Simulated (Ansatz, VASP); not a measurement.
**Two plane-wave programs on InSe2**

The input INCAR:

```
SYSTEM = InSe2
PREC = Accurate
ENCUT = 600
EDIFF = 1E-6
ISMEAR = 0
SIGMA = 0.1
LREAL = .False.
LASPH = .True.
NELM = 80
ALGO = Normal
ISIF = 3
LWAVE = .False.
LCHARG = .False.
GGA = PE
IBRION = 2
NSW = 80
EDIFFG = -0.01
```

File KPOINTS:

```
regular mesh
0
Gamma
  6 6 2
  0 0 0
```

POSCAR

```
InSe2
1.0
    3.8948930000      0.0000000000      0.0000000000
    0.0000000000      3.8948930000      0.0000000000
    0.0000000000      0.0000000000      9.6262310000
In Se
2 4
Direct
    0.0000000000      0.5000000000      0.7064680000
    0.5000000000      0.0000000000      0.2935320000
    0.0000000000      0.5000000000      0.3662120000
    0.5000000000      0.0000000000      0.6337880000
    0.0000000000      0.0000000000      0.0000000000
    0.5000000000      0.5000000000      0.0000000000
```

Input for Ansatz:

```yaml
crystal:
  lattice:
    - [3.894893, 0.0, 0.0]
    - [0.0, 3.894893, 0.0]
    - [0.0, 0.0, 9.626231]
  atoms:
    - { symbol: In, position: [0.0, 0.5, 0.706468] }
    - { symbol: In, position: [0.5, 0.0, 0.293532] }
    - { symbol: Se, position: [0.0, 0.5, 0.366212] }
    - { symbol: Se, position: [0.5, 0.0, 0.633788] }
    - { symbol: Se, position: [0.0, 0.0, 0.0] }
    - { symbol: Se, position: [0.5, 0.5, 0.0] }
basis:
  ecutwfc: 420
kpoints:
  mp_grid: { grid: [6, 6, 2] }
hamiltonian:
  xc: pbe
scf:
  occupations: { method: gaussian, width: 0.1 }
output:
  forces: true
  stress: true
  eigenvalues: true
relax:
  adjacent_minimum: "off"
  f_tol: 0.01
  max_steps: 60
  cell: { stress_tol: 0.05 }
```

Alike in both runs: task relaxation of cell and atoms; functional PBE; k mesh 6 × 6 × 2; occupations gaussian, width 0.1 eV; no spin polarisation.

|  | VASP | Ansatz |
| --- | --- | --- |
| version | VASP 6.6.1 | Ansatz 0.2.0 |
| potentials or method | VASP PAW PBE potentials, release 64 (In_d, Se), cutoff 600 eV | scalar-relativistic, plane waves, PAW |
| valence electrons in the cell | 50 | 90 |

```tsv
	VASP	Ansatz	Ansatz less VASP
gap on the k mesh at the Fermi level, each at its own relaxed structure (eV)	none	none	-
relaxed volume (Å³/atom)	24.49	24.49	-0.002
relaxed cell length with the largest relative difference (Å)	9.819	9.827	+0.0078
```

A gap of «none» marks a metal or a gap that the smearing closes. VASP's potentials hold 50 valence electrons a cell and Ansatz's 90, so a difference there can come from the potentials and not from the codes.
